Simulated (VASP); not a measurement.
# SnSe (Pnma) in VASP: single point with r2SCAN

Aim: the single point of SnSe with r2SCAN.

All numbers are computed with VASP 6.6.1; they aren't measurements. Logs are shortened: lines on timing, memory, paths and dates and some standing lists are left out, and cuts for length are marked.

## 1. The cell of the first run

It takes space group Pnma (No. 62, orthorhombic). The conventional cell has a = 11.504 Å, b = 4.047 Å, c = 4.594 Å, α = 90.00°, β = 90.00°, γ = 90.00°. Sn (site symmetry m) has 6 Se at 2.75 to 3.48 Å and 2 Sn at 3.54 Å within 3.6 Å. Se (site symmetry m) has 6 Sn at 2.75 to 3.48 Å within 3.6 Å.

## 2. Single point, r2SCAN (strain -2.0%)

POSCAR

```
SnSe
1.0
   11.5044727694      0.0000000000      0.0000000000
    0.0000000000      4.0468843501      0.0000000000
    0.0000000000      0.0000000000      4.5943214213
Sn Se
4 4
Direct
    0.6171993920      0.7500000000      0.3842467466
    0.8828006080      0.2500000000      0.8842467466
    0.3828006080      0.2500000000      0.6157532534
    0.1171993920      0.7500000000      0.1157532534
    0.1468752012      0.2500000000      0.5146117289
    0.6468752012      0.2500000000      0.9853882711
    0.3531247988      0.7500000000      0.0146117289
    0.8531247988      0.7500000000      0.4853882711
```

INCAR.step1

```
SYSTEM = SnSe
PREC = Accurate
ENCUT = 520
ISMEAR = 0
SIGMA = 0.01
LREAL = .FALSE.
LASPH = .TRUE.
NELM = 60
NBANDS = 50
GGA = PE
ALGO = Normal
EDIFF = 1E-4
LWAVE = .TRUE.
LCHARG = .FALSE.
```

INCAR.step2

```
SYSTEM = SnSe
PREC = Accurate
ENCUT = 520
EDIFF = 1E-6
ISMEAR = 0
SIGMA = 0.01
LREAL = .FALSE.
LASPH = .TRUE.
NELM = 60
ALGO = Normal
ISIF = 2
LWAVE = .FALSE.
LCHARG = .FALSE.
METAGGA = R2SCAN
LMIXTAU = .TRUE.
NBANDS = 50
ISTART = 1
```

KPOINTS

```
regular mesh
0
G
  2 6 6
  0 0 0
```

Potentials or basis: VASP PAW PBE potentials, release 64 (Sn_d, Se).

Run with:

```
$ cat potpaw_PBE.64/Sn_d/POTCAR potpaw_PBE.64/Se/POTCAR > POTCAR
$ cp INCAR.step1 INCAR
$ mpirun -np 1 vasp_std > vasp.out
$ cp INCAR.step2 INCAR
$ mpirun -np 1 vasp_std > vasp.out
```

OUTCAR:

```text
SYSTEM = SnSe
   PREC = Accurate
   ENCUT = 520
   EDIFF = 1E-6
   ISMEAR = 0
   LREAL = .FALSE.
   LASPH = .TRUE.
   NELM = 60
   ISIF = 2
   METAGGA = R2SCAN
   ISTART = 1

 ion  position               nearest neighbor table
   1  0.617  0.750  0.384-   6 2.75   6 2.75   8 2.75   3 3.54   3 3.54
   2  0.883  0.250  0.884-   8 2.75   8 2.75   6 2.75   4 3.54   4 3.54
   3  0.383  0.250  0.616-   7 2.75   7 2.75   5 2.75   1 3.54   1 3.54
   4  0.117  0.750  0.116-   5 2.75   5 2.75   7 2.75   2 3.54   2 3.54
   5  0.147  0.250  0.515-   4 2.75   4 2.75   3 2.75
   6  0.647  0.250  0.985-   1 2.75   1 2.75   2 2.75
   7  0.353  0.750  0.015-   3 2.75   3 2.75   4 2.75
   8  0.853  0.750  0.485-   2 2.75   2 2.75   1 2.75

  LATTYP: Found a simple orthorhombic cell.
 ALAT       =     4.0468843501
 B/A-ratio  =     1.1352737128
 C/A-ratio  =     2.8427975139

  Lattice vectors:

 A1 = (   0.0000000000,   4.0468843501,   0.0000000000)
 A2 = (   0.0000000000,   0.0000000000,   4.5943214213)
 A3 = (  11.5044727694,   0.0000000000,   0.0000000000)

Analysis of symmetry for initial positions (statically):
=====================================================================
 Subroutine PRICEL returns:
 Original cell was already a primitive cell.

 Routine SETGRP: Setting up the symmetry group for a
 simple orthorhombic supercell.

 Subroutine GETGRP returns: Found  8 space group operations
 (whereof  2 operations were pure point group operations)
 out of a pool of  8 trial point group operations.

The static configuration has the point symmetry S_2 .
 The point group associated with its full space group is D_2h.

Analysis of symmetry for dynamics (positions and initial velocities):
=====================================================================
 Subroutine PRICEL returns:
 Original cell was already a primitive cell.

 Routine SETGRP: Setting up the symmetry group for a
 simple orthorhombic supercell.

 Subroutine GETGRP returns: Found  8 space group operations
 (whereof  2 operations were pure point group operations)
 out of a pool of  8 trial point group operations.

The dynamic configuration has the point symmetry S_2 .
 The point group associated with its full space group is D_2h.

 Subroutine INISYM returns: Found  8 space group operations
 (whereof  2 operations are pure point group operations),
 and found     1 'primitive' translations

----------------------------------------------------------------------------------------

                                     Primitive cell

  volume of cell :     213.8991

  direct lattice vectors                    reciprocal lattice vectors
    11.504472769  0.000000000  0.000000000     0.086922714  0.000000000  0.000000000
     0.000000000  4.046884350  0.000000000     0.000000000  0.247103676  0.000000000
     0.000000000  0.000000000  4.594321421     0.000000000  0.000000000  0.217660000

  length of vectors
    11.504472769  4.046884350  4.594321421     0.086922714  0.247103676  0.217660000

  position of ions in fractional coordinates (direct lattice)
     0.617199392  0.750000000  0.384246747
     0.882800608  0.250000000  0.884246747
     0.382800608  0.250000000  0.615753253
     0.117199392  0.750000000  0.115753253
     0.146875201  0.250000000  0.514611729
     0.646875201  0.250000000  0.985388271
     0.353124799  0.750000000  0.014611729
     0.853124799  0.750000000  0.485388271

  ion indices of the primitive-cell ions
   primitive index   ion index
                 1           1
                 2           2
                 3           3
                 4           4
                 5           5
                 6           6
                 7           7
                 8           8

----------------------------------------------------------------------------------------

 KPOINTS: regular mesh

Automatic generation of k-mesh.
 Grid dimensions read from file:
 generate k-points for:    2    6    6

 Generating k-lattice:

  Cartesian coordinates                     Fractional coordinates (reciprocal lattice)
     0.043461357  0.000000000  0.000000000     0.500000000  0.000000000  0.000000000
     0.000000000  0.041183946  0.000000000     0.000000000  0.166666667  0.000000000
     0.000000000  0.000000000  0.036276667     0.000000000  0.000000000  0.166666667

  Length of vectors
     0.043461357  0.041183946  0.036276667

  Shift w.r.t. Gamma in fractional coordinates (k-lattice)
     0.000000000  0.000000000  0.000000000

 Subroutine IBZKPT returns following result:
 ===========================================

 Found     32 irreducible k-points:

 Following reciprocal coordinates:
            Coordinates               Weight
  0.000000  0.000000  0.000000      1.000000
  0.500000  0.000000  0.000000      1.000000
  0.000000  0.166667  0.000000      2.000000
  0.500000  0.166667  0.000000      2.000000
  0.000000  0.333333  0.000000      2.000000
  0.500000  0.333333  0.000000      2.000000
[... 16 lines left out ...]
  0.000000  0.500000  0.333333      2.000000
  0.500000  0.500000  0.333333      2.000000
 [... further k-points ...]
   k-points           NKPTS =     32   k-points in BZ     NKDIM =     32   number of bands    NBANDS=     50
   number of dos      NEDOS =    301   number of ions     NIONS =      8
   total plane-waves  NPLWV =  97200
   dimension x,y,z NGX =    90 NGY =   30 NGZ =   36
   dimension x,y,z NGXF=   180 NGYF=   60 NGZF=   72
   ions per type =               4   4
   NGX,Y,Z   is equivalent  to a cutoff of  13.01, 12.32, 13.03 a.u.
   NGXF,Y,Z  is equivalent  to a cutoff of  26.01, 24.65, 26.05 a.u.
 SYSTEM =  SnSe
   PREC   = accura    normal or accurate (medium, high low for compatibility)
   ISTART =      1    job   : 0-new  1-cont  2-samecut
   ICHARG =      0    charge: 1-file 2-atom 10-const
   ISPIN  =      1    spin polarized calculation?
   LNONCOLLINEAR =      F non collinear calculations
   LSORBIT =      F    spin-orbit coupling
   LASPH  =      T    aspherical Exc in radial PAW
   ENCUT  =  520.0 eV  38.22 Ry    6.18 a.u.  21.39  7.52  8.54*2*pi/ulx,y,z
   NELM   =     60;   NELMIN=  2; NELMDL=  0     # of ELM steps
   EDIFF  = 0.1E-05   stopping-criterion for ELM
   LREAL  =      F    real-space projection
   EDIFFG = 0.1E-04   stopping-criterion for IOM
   NSW    =      0    number of steps for IOM
   IBRION =     -1    ionic relax: 0-MD 1-quasi-New 2-CG
   NFREE  =      0    steps in history (QN), initial steepest desc. (CG)
   ISIF   =      2    stress and relaxation
   ISYM   =      2    0-nonsym 1-usesym 2-fastsym
   POTIM  = 0.5000    time-step for ionic-motion
   TEBEG  =    0.0;   TEEND  =   0.0 temperature during run
   PSTRESS=    0.0 pullay stress
   NELECT =      80.0000    total number of electrons
   NUPDOWN=      -1.0000    fix difference up-down
   EMIN   =  10.00;   EMAX   =-10.00  energy-range for DOS
   EFERMI =   0.00;   METHOD = LEGACY
   ISMEAR =     0;   SIGMA  =   0.01  broadening in eV -4-tet -1-fermi 0-gaus
   EFERMI_NEDOS =   21; number of points for ismear=-14 and -15
   IALGO  =     38    algorithm
   IMIX   =      4    mixing-type and parameters
     AMIX     =   0.40;   BMIX     =  1.00
     AMIX_MAG =   1.60;   BMIX_MAG =  1.00
  volume/ion in A,a.u.               =      26.74       180.43
  Fermi-wavevector in a.u.,A,eV,Ry     =   1.179511  2.228952 18.929042  1.391245
  Thomas-Fermi vector in A             =   2.315820
   LORBIT       =      0    0 simple, 1 ext, 2 COOP (PROOUT), +10 PAW based schemes
   METAGGA = R2SCAN    functional components
   LHFCALC =     F    Hartree Fock is set to
   AEXX    =    0.0000 exact exchange contribution
   IVDW    =     0    specifies the selected vdW correction
   LEPSILON=     F    determine dielectric tensor
   LRPA    =     F    only Hartree local field effects (RPA)
 non-spin polarized calculation
 Gauss-broadening in eV      SIGMA  =   0.01
  energy-cutoff  :      520.00
  volume of cell :      213.90
 maximum number of plane-waves:      5809
 NGX is ok and might be reduce to    90
   NGX = 43   NGY = 15   NGZ = 17

 number of electron      80.0000016 magnetization

 Free energy of the ion-electron system (eV)
  ---------------------------------------------------
  ext. energy  EPLUGINS =         0.00000000
  ---------------------------------------------------
  free energy    TOTEN  =      -159.75520233 eV

  energy without entropy =     -159.75520233  energy(sigma->0) =     -159.75520233

 E-fermi :   5.3653     XC(G=0): -10.2385

 val. band max:        5.3097772614   @ k =   0.0000   0.0000   0.3333
 cond. band min:       6.0827115337   @ k =   0.0000   0.3333   0.0000
 fundamental gap:      0.7729342723
 Fermi energy:         5.3652710482

 k-point     1 :       0.0000    0.0000    0.0000
  band No.  band energies     occupation
      1     -16.7366      2.00000
      2     -16.7173      2.00000
      3     -16.7157      2.00000
      4     -16.7052      2.00000
      5     -16.7038      2.00000
      6     -16.7015      2.00000
[... 42 lines left out ...]
     49      10.2240      0.00000
     50      10.7195      0.00000

 k-point     2 :       0.5000    0.0000    0.0000
  band No.  band energies     occupation
      1     -16.7300      2.00000
      2     -16.7300      2.00000
      3     -16.7070      2.00000
      4     -16.7070      2.00000
      5     -16.7039      2.00000
      6     -16.7039      2.00000
[... 42 lines left out ...]
     49      10.4116      0.00000
     50      10.4116      0.00000

 k-point     3 :       0.0000    0.1667    0.0000
  band No.  band energies     occupation
      1     -16.7292      2.00000
      2     -16.7168      2.00000
      3     -16.7092      2.00000
      4     -16.7091      2.00000
      5     -16.7041      2.00000
      6     -16.7010      2.00000
[... 42 lines left out ...]
     49       9.7176      0.00000
     50      10.7591      0.00000

 k-point     4 :       0.5000    0.1667    0.0000
  band No.  band energies     occupation
      1     -16.7242      2.00000
      2     -16.7242      2.00000
      3     -16.7081      2.00000
      4     -16.7081      2.00000
      5     -16.7027      2.00000
      6     -16.7027      2.00000
[... 999 lines left out ...]
 k-point    23 :       0.0000    0.5000    0.3333
  band No.  band energies     occupation
      1     -16.7316      2.00000
      2     -16.7316      2.00000
      3     -16.7243      2.00000
      4     -16.7243      2.00000
      5     -16.6951      2.00000
      6     -16.6951      2.00000
[... 42 lines left out ...]
     49      10.3349      0.00000
     50      10.3349      0.00000

 k-point    24 :       0.5000    0.5000    0.3333
  band No.  band energies     occupation
      1     -16.7281      2.00000
      2     -16.7281      2.00000
      3     -16.7281      2.00000
      4     -16.7281      2.00000
      5     -16.6926      2.00000
      6     -16.6926      2.00000
[... 42 lines left out ...]
     49      11.2638      0.00000
     50      11.2638      0.00000

 [... further k-points ...]
[... 5 lines left out ...]
  --------------------------------------------------------------------------------------
  -------------------------------------------------------------------------------------
  Total        2.1416178      3.3176163      2.2048745      0.0000000     -0.0000000      0.0000000
  in kB       16.0414514     24.8500830     16.5152661      0.0000000     -0.0000000      0.0000000
  external PRESSURE =      19.1356002 kB  Pullay stress =       0.0000000 kB

 VOLUME and BASIS-vectors are now :
 -----------------------------------------------------------------------------
  energy-cutoff  :      520.00
  volume of cell :      213.90
      direct lattice vectors                 reciprocal lattice vectors
    11.504472769  0.000000000  0.000000000     0.086922714  0.000000000  0.000000000
     0.000000000  4.046884350  0.000000000     0.000000000  0.247103676  0.000000000
     0.000000000  0.000000000  4.594321421     0.000000000  0.000000000  0.217660000

 POSITION                                       TOTAL-FORCE (eV/Angst)
 -----------------------------------------------------------------------------------
      7.10055      3.03516      1.76535        -0.015717      0.000000      0.012348
     10.15616      1.01172      4.06251         0.015717     -0.000000      0.012348
      4.40392      1.01172      2.82897         0.015717      0.000000     -0.012348
      1.34832      3.03516      0.53181        -0.015717      0.000000     -0.012348
      1.68972      1.01172      2.36429        -0.010771      0.000000      0.010479
      7.44196      1.01172      4.52719        -0.010771      0.000000     -0.010479
      4.06251      3.03516      0.06713         0.010771     -0.000000      0.010479
      9.81475      3.03516      2.23003         0.010771      0.000000     -0.010479
 -----------------------------------------------------------------------------------
    total drift:                               -0.000000     -0.000000     -0.000000

  FREE ENERGIE OF THE ION-ELECTRON SYSTEM (eV)
  ---------------------------------------------------
  free  energy   TOTEN  =      -159.7552023271 eV

  energy  without entropy=     -159.7552023271  energy(sigma->0) =     -159.75520233
```

It took 31 min on 1 thread of Intel Xeon 8259CL, shared host; peak memory 0.5 GiB.

What came out:

```yaml
Free_energy: -159.7552 eV
Pressure: 1.9 GPa
Largest_force: 0.020 eV/Å
Band_gap_on_the_k_mesh: 0.77 eV (least direct gap 1.16 eV)
```

Forces in eV/Å, atoms in the order of the input:
```
Sn  -0.016  0.000  0.012
Sn   0.016  0.000  0.012
Sn   0.016  0.000 -0.012
Sn  -0.016  0.000 -0.012
Se  -0.011  0.000  0.010
Se  -0.011  0.000 -0.010
Se   0.011  0.000  0.010
Se   0.011  0.000 -0.010
```

Levels at points of the mesh, in eV from the valence-band top:
```csv
k point,band 38,band 39,band 40,band 41,band 42,band 43
"(0.00, 0.00, 0.00)",-1.11,-0.93,-0.34,0.92,3.04,3.06
"(0.50, 0.00, 0.00)",-1.88,-0.58,-0.58,2.70,2.70,2.86
"(0.00, 0.50, 0.00)",-1.18,-1.12,-1.12,1.25,1.25,1.50
"(0.50, 0.50, 0.00)",-1.33,-1.33,-1.33,1.62,1.62,1.62
"(0.00, 0.00, 0.50)",-0.91,-0.03,-0.03,1.64,1.64,2.14
"(0.50, 0.00, 0.50)",-0.62,-0.04,-0.04,1.62,1.62,2.17
"(0.00, 0.50, 0.50)",-2.38,-1.47,-1.47,2.85,2.85,3.14
"(0.50, 0.50, 0.50)",-1.61,-1.61,-1.61,2.66,2.66,2.66
```

Caveat: the cell differs from its parent crystal (strain -2.0%); semilocal functionals underestimate gaps, and a narrow one can read as zero; the PAW data sets were made with another functional, which shifts forces and pressure a little; spin-orbit coupling is left out, which moves the levels of the heavy elements. A k mesh can miss the band edges.
